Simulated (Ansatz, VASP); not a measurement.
**Two plane-wave programs on BMoW3**

```
B Mo W
1.0
     4.20026    0.00000    0.00000
     0.00000    4.20026    0.00000
     0.00000    0.00000    4.20026
B Mo W
1 1 3
Direct
  0.50000 0.50000 0.50000
  0.00000 0.00000 0.00000
  0.50000 0.00000 0.50000
  0.00000 0.50000 0.50000
  0.50000 0.50000 0.00000
```

Alike in both runs: functional PBE; k mesh 10 × 10 × 10; occupations gaussian, width 0.1 eV; no spin polarisation.

Ansatz relaxed the structure, and its values are those at the end. VASP's run is a single point on that final structure, the one shown.

```csv
,VASP,Ansatz
version,VASP 6.6.1,Ansatz 0.2.0
potentials or method,"VASP PAW PBE potentials, release 64 (B, Mo_sv, W_sv), cutoff 520 eV","scalar-relativistic, plane waves, PAW"
valence electrons in the cell,59,59
```

Ansatz gave:

- gap on the k mesh at the Fermi level (eV): none
- pressure (GPa): 0.0

Q: Which values does VASP return?

A: gap on the k mesh at the Fermi level (eV): none; pressure (GPa): 0.4.

A gap of «none» marks a metal or a gap that the smearing closes. With one functional, cell and mesh, what is left measures potentials, basis and numerics.

Neither program's run includes spin-orbit coupling.
